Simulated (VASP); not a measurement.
# SiC (P1) in VASP: notebook

The runs below take SiC through single point, with PBE.

All numbers are computed with VASP 6.6.1; they aren't measurements. Logs are shortened: lines on timing, memory, paths and dates and some standing lists are left out, and cuts for length are marked.

### 1 The cell of the first run

The typed cell holds 2 atoms: a = 2.914 Å, b = 2.914 Å, c = 2.914 Å, α = 60.00°, β = 60.00°, γ = 60.00°.

### 2 Single point, PBE

The input, INCAR:

```
  PREC = Accurate
  ENCUT = 600
  EDIFF = 1E-6
  ISMEAR = 0
  SIGMA = 0.01
  LREAL = False
  LASPH = True
  NELM = 120
  ALGO = Normal
  ISIF = 2
  LWAVE = False
  LCHARG = True
  GGA = PE
  LELF = True
  LVHAR = True
  NBANDS = 11
  GGA_COMPAT = False
```

The input, KPOINTS:

```
Automatic mesh
0
Gamma
  1 1 1
  0.5 0.5 0.5
```

The input, POSCAR:

```
SiC
1.0
    0.0000000000      2.0607553000      2.0607553000
    2.0607553000      0.0000000000      2.0607553000
    2.0607553000      2.0607553000      0.0000000000
Si C
1 1
Direct
    0.0000000000      0.0000000000      0.0000000000
    0.3521176600      0.2401965700      0.1957721500
```

Potentials or basis: VASP PAW PBE potentials, release 64 (Si, C).

The run is started by

```
$ cat potpaw_PBE.64/Si/POTCAR potpaw_PBE.64/C/POTCAR > POTCAR
$ mpirun -np 1 vasp_std > vasp.out
```

OUTCAR:

```text
PREC = Accurate
   ENCUT = 600
   EDIFF = 1E-6
   ISMEAR = 0
   LREAL = False
   LASPH = True
   NELM = 120
   ISIF = 2
   GGA = PE

 ion  position               nearest neighbor table
   1  0.000  0.000  0.000-   2 1.54   2 1.83   2 1.89   2 1.93
   2  0.352  0.240  0.196-   1 1.54   1 1.83   1 1.89   1 1.93

  LATTYP: Found a face centered cubic cell.
 ALAT       =     4.1215106000

  Lattice vectors:

 A1 = (   0.0000000000,   2.0607553000,   2.0607553000)
 A2 = (   2.0607553000,   0.0000000000,   2.0607553000)
 A3 = (   2.0607553000,   2.0607553000,   0.0000000000)

Analysis of symmetry for initial positions (statically):
=====================================================================
 Subroutine PRICEL returns:
 Original cell was already a primitive cell.

 Routine SETGRP: Setting up the symmetry group for a
 face centered cubic supercell.

 Subroutine GETGRP returns: Found  1 space group operations
 (whereof  1 operations were pure point group operations)
 out of a pool of 48 trial point group operations.

The static configuration has the point symmetry C_1 .

Analysis of symmetry for dynamics (positions and initial velocities):
=====================================================================
 Subroutine PRICEL returns:
 Original cell was already a primitive cell.

 Routine SETGRP: Setting up the symmetry group for a
 face centered cubic supercell.

 Subroutine GETGRP returns: Found  1 space group operations
 (whereof  1 operations were pure point group operations)
 out of a pool of 48 trial point group operations.

The dynamic configuration has the point symmetry C_1 .

 Subroutine INISYM returns: Found  1 space group operations
 (whereof  1 operations are pure point group operations),
 and found     1 'primitive' translations

----------------------------------------------------------------------------------------

                                     Primitive cell

  volume of cell :      17.5029

  direct lattice vectors                    reciprocal lattice vectors
     0.000000000  2.060755300  2.060755300    -0.242629486  0.242629486  0.242629486
     2.060755300  0.000000000  2.060755300     0.242629486 -0.242629486  0.242629486
     2.060755300  2.060755300  0.000000000     0.242629486  0.242629486 -0.242629486

  length of vectors
     2.914348094  2.914348094  2.914348094     0.420246598  0.420246598  0.420246598

  position of ions in fractional coordinates (direct lattice)
     0.000000000  0.000000000  0.000000000
     0.352117660  0.240196570  0.195772150

[... 64 lines left out ...]
   TEBEG  =    0.0;   TEEND  =   0.0 temperature during run
   PSTRESS=    0.0 pullay stress
   NELECT =       8.0000    total number of electrons
   NUPDOWN=      -1.0000    fix difference up-down
   EMIN   =  10.00;   EMAX   =-10.00  energy-range for DOS
   EFERMI =   0.00;   METHOD = LEGACY
   ISMEAR =     0;   SIGMA  =   0.01  broadening in eV -4-tet -1-fermi 0-gaus
   EFERMI_NEDOS =   21; number of points for ismear=-14 and -15
   IALGO  =     38    algorithm
   IMIX   =      4    mixing-type and parameters
     AMIX     =   0.40;   BMIX     =  1.00
     AMIX_MAG =   1.60;   BMIX_MAG =  1.00
  volume/ion in A,a.u.               =       8.75        59.06
  Fermi-wavevector in a.u.,A,eV,Ry     =   1.261058  2.383054 21.636901  1.590267
  Thomas-Fermi vector in A             =   2.394536
   LORBIT       =      0    0 simple, 1 ext, 2 COOP (PROOUT), +10 PAW based schemes
   GGA     = PE    functional components
   LHFCALC =     F    Hartree Fock is set to
   AEXX    =    0.0000 exact exchange contribution
   IVDW    =     0    specifies the selected vdW correction
   LEPSILON=     F    determine dielectric tensor
   LRPA    =     F    only Hartree local field effects (RPA)
 non-spin polarized calculation
 Gauss-broadening in eV      SIGMA  =   0.01
  energy-cutoff  :      600.00
  volume of cell :       17.50
 maximum number of plane-waves:       580
 NGX is ok and might be reduce to    24
   NGX = 11   NGY = 11   NGZ = 11

 number of electron       8.0000000 magnetization

 Free energy of the ion-electron system (eV)
  ---------------------------------------------------
  ext. energy  EPLUGINS =         0.00000000
  ---------------------------------------------------
  free energy    TOTEN  =       -10.91678123 eV

  energy without entropy =      -10.91678123  energy(sigma->0) =      -10.91678123

 E-fermi :  10.4044     XC(G=0): -11.9711

 val. band max:       10.3385892581   @ k =   0.0000   0.5000   0.0000
 cond. band min:      16.8637951204   @ k =   0.5000   0.5000   0.5000
 fundamental gap:      6.5252058623
 Fermi energy:        10.4044301689

 k-point     1 :       0.5000    0.5000    0.5000
  band No.  band energies     occupation
      1      -2.1651      2.00000
      2       1.0094      2.00000
      3       8.5977      2.00000
      4      10.2269      2.00000
      5      16.8638      0.00000
      6      17.2583      0.00000
      7      18.7601      0.00000
      8      21.3126      0.00000
      9      28.2183      0.00000
     10      28.6090      0.00000
     11      30.2147      0.00000
[... 29 lines left out ...]
 k-point     4 :       0.0000    0.5000    0.0000
  band No.  band energies     occupation
      1      -2.0952      2.00000
      2       0.8381      2.00000
      3       8.7583      2.00000
      4      10.3386      2.00000
      5      16.8949      0.00000
      6      17.0714      0.00000
      7      18.8660      0.00000
      8      21.3845      0.00000
      9      28.0264      0.00000
     10      28.6256      0.00000
     11      30.2736      0.00000

------------------------ aborting loop because EDIFF is reached ----------------------------------------

  FORCE on cell =-STRESS in cart. coord.  units (eV):
  Direction    XX          YY          ZZ          XY          YZ          ZX
  --------------------------------------------------------------------------------------
  -------------------------------------------------------------------------------------
  Total        8.6929193      9.0594881      7.9219256     -3.9653529      3.2892759     -3.0227540
  in kB      795.7322443    829.2872151    725.1570435   -362.9803811    301.0936620   -276.6967820
  external PRESSURE =     783.3921676 kB  Pullay stress =       0.0000000 kB

 VOLUME and BASIS-vectors are now :
 -----------------------------------------------------------------------------
  energy-cutoff  :      600.00
  volume of cell :       17.50
      direct lattice vectors                 reciprocal lattice vectors
     0.000000000  2.060755300  2.060755300    -0.242629486  0.242629486  0.242629486
     2.060755300  0.000000000  2.060755300     0.242629486 -0.242629486  0.242629486
     2.060755300  2.060755300  0.000000000     0.242629486  0.242629486 -0.242629486

 POSITION                                       TOTAL-FORCE (eV/Angst)
 -----------------------------------------------------------------------------------
      0.00000      0.00000      0.00000        -6.136662      5.794254      7.029796
      0.89842      1.12907      1.22061         6.136662     -5.794254     -7.029796
 -----------------------------------------------------------------------------------
    total drift:                                0.000217     -0.000234     -0.000214

  FREE ENERGIE OF THE ION-ELECTRON SYSTEM (eV)
  ---------------------------------------------------
  free  energy   TOTEN  =       -10.9167812267 eV

  energy  without entropy=      -10.9167812267  energy(sigma->0) =      -10.91678123
```

OSZICAR:

```text
N       E                     dE             d eps       ncg     rms          rms(c)
DAV:   1     0.819953253078E+01    0.81995E+01   -0.46260E+03    96   0.718E+02
DAV:   2    -0.142201816034E+02   -0.22420E+02   -0.21255E+02   113   0.122E+02
DAV:   3    -0.148391628017E+02   -0.61898E+00   -0.61725E+00   106   0.163E+01
DAV:   4    -0.148409169543E+02   -0.17542E-02   -0.17540E-02    97   0.112E+00
DAV:   5    -0.148409230346E+02   -0.60804E-05   -0.60805E-05   103   0.642E-02    0.127E+01
DAV:   6    -0.111977128620E+02    0.36432E+01   -0.86930E+00    97   0.158E+01    0.548E+00
DAV:   7    -0.109245898944E+02    0.27312E+00   -0.11889E+00   112   0.636E+00    0.242E+00
DAV:   8    -0.109162653132E+02    0.83246E-02   -0.55216E-02    88   0.155E+00    0.260E-01
DAV:   9    -0.109166270876E+02   -0.36177E-03   -0.16449E-03   109   0.296E-01    0.206E-01
DAV:  10    -0.109167642054E+02   -0.13712E-03   -0.32582E-04    88   0.126E-01    0.552E-02
DAV:  11    -0.109167811877E+02   -0.16982E-04   -0.36192E-05   103   0.452E-02    0.191E-02
DAV:  12    -0.109167812267E+02   -0.38975E-07   -0.28741E-06    94   0.117E-02
   1 F= -.10916781E+02 E0= -.10916781E+02  d E =-.210179E-21
```

Run time: 3.5 s. Hardware: 1 thread of Intel Xeon 8259CL, shared host; peak memory 0.12 GiB.

Results:

* Free energy: -10.9168 eV
* Pressure: 78.3 GPa
* Largest force: 10.984 eV/Å
* Band gap on the k mesh: 6.53 eV, indirect (least direct gap 6.56 eV)

Forces on the atoms (eV/Å):
```
Si  -6.137  5.794  7.030
C    6.137 -5.794 -7.030
```

Stress tensor (GPa, compression positive):
```
 79.57 -36.30 -27.67
-36.30  82.93  30.11
-27.67  30.11  72.52
```

Caveat: the k points lie up to 2.64 Å⁻¹ apart; forces of over 1 eV/Å act on the atoms, so gaps and moduli don't describe the material at rest.

### 3 Single point, PBE

This run uses another cell than the first one, of 9.31 Å³/atom, 1.064 times its volume.

The input, INCAR:

```
ALGO     = Normal         # electronic algorithm
EDIFF    = 1E-6           # SCF threshold, eV
ENCUT    = 600            # plane-wave cutoff, eV
GGA      = PE             # functional
GGA_COMPAT= F            
ISIF     = 2              # what is computed and relaxed
ISMEAR   = 0              # smearing method
LASPH    = T              # aspherical terms in the spheres
LCHARG   = F              # write CHGCAR
LREAL    = F              # projectors in reciprocal space
LWAVE    = F              # write WAVECAR
NBANDS   = 11             # bands
NELM     = 120            # most SCF steps
PREC     = Accurate       # precision mode
SIGMA    = 0.01           # smearing width, eV
```

The input, KPOINTS:

```
k-points
0
Gamma
  3 3 3
```

The input, POSCAR:

```
SiC
1.0
    0.0000000000      2.1037000000      2.1037000000
    2.1037000000      0.0000000000      2.1037000000
    2.1037000000      2.1037000000      0.0000000000
Si C
1 1
Direct
    0.0000000000      0.0000000000      0.0000000000
    0.3521176600      0.2401965700      0.1957721500
```

Potentials or basis: VASP PAW PBE potentials, release 64 (Si, C).

The run is started by

```
$ cat potpaw_PBE.64/Si/POTCAR potpaw_PBE.64/C/POTCAR > POTCAR
$ mpirun -np 1 vasp_std > vasp.out
```

Run time: 6.8 s. Hardware: 1 thread of Intel Xeon 8259CL, shared host; peak memory 0.13 GiB.

The run converged. Its results:

```yaml
Free_energy: -13.2241 eV
Pressure: 49.2 GPa
Largest_force: 10.003 eV/Å
Band_gap_on_the_k_mesh: 1.65 eV, indirect (least direct gap 4.85 eV)
```

Forces on the atoms (eV/Å):
```
Si  -5.610  5.373  6.303
C    5.610 -5.373 -6.303
```

Stress tensor (GPa, compression positive):
```
 50.24 -31.48 -24.88
-31.48  53.15  26.59
-24.88  26.59  44.10
```

Levels at points of the mesh, in eV from the valence-band top:
| k point | band 2 | band 3 | band 4 | band 5 | band 6 | band 7 |
| --- | --- | --- | --- | --- | --- | --- |
| (0.00, 0.00, 0.00) | -2.15 | -0.37 | 0.00 | 6.38 | 6.95 | 6.99 |

Caveat: the k points lie up to 0.86 Å⁻¹ apart; forces of over 1 eV/Å act on the atoms, so gaps and moduli don't describe the material at rest. A k mesh can miss the band edges.

### 4 Single point, PBE

This run uses another cell than the first one, of 9.31 Å³/atom, 1.064 times its volume.

The input, INCAR:

```
SYSTEM = SiC
PREC = Accurate
ENCUT = 600
EDIFF = 1E-6
ISMEAR = 0
SIGMA = 0.01
LREAL = .False.
LASPH = .True.
NELM = 120
ALGO = Normal
ISIF = 2
LWAVE = .False.
LCHARG = .False.
GGA = PE
NBANDS = 11
GGA_COMPAT = .False.
```

The input, KPOINTS:

```
regular mesh
0
Gamma
  3 3 3
  0 0 0
```

POSCAR is that of step 3.

The run is started by

```
$ cat potpaw_PBE.64/Si/POTCAR potpaw_PBE.64/C/POTCAR > POTCAR
$ mpirun -np 1 vasp_std > vasp.out
```

Run time: 5.7 s. Hardware: 1 thread of Intel Xeon 8259CL, shared host; peak memory 0.13 GiB.

The run converged. Its results:

```yaml
Free_energy: -13.2241 eV
Pressure: 49.2 GPa
Largest_force: 10.003 eV/Å
Band_gap_on_the_k_mesh: 1.65 eV, indirect (least direct gap 4.85 eV)
```

Forces on the atoms (eV/Å):
```
Si  -5.610  5.373  6.303
C    5.610 -5.373 -6.303
```

Stress tensor (GPa, compression positive):
```
 50.24 -31.48 -24.88
-31.48  53.15  26.59
-24.88  26.59  44.10
```

Levels at points of the mesh, in eV from the valence-band top:
```csv
k point,band 1,band 2,band 3,band 4,band 5,band 6,band 7,band 8
"(0.00, 0.00, 0.00)",-17.09,-2.15,-0.37,0.00,6.38,6.95,6.99,7.97
```

Caveat: the k points lie up to 0.86 Å⁻¹ apart; forces of over 1 eV/Å act on the atoms, so gaps and moduli don't describe the material at rest. A k mesh can miss the band edges.
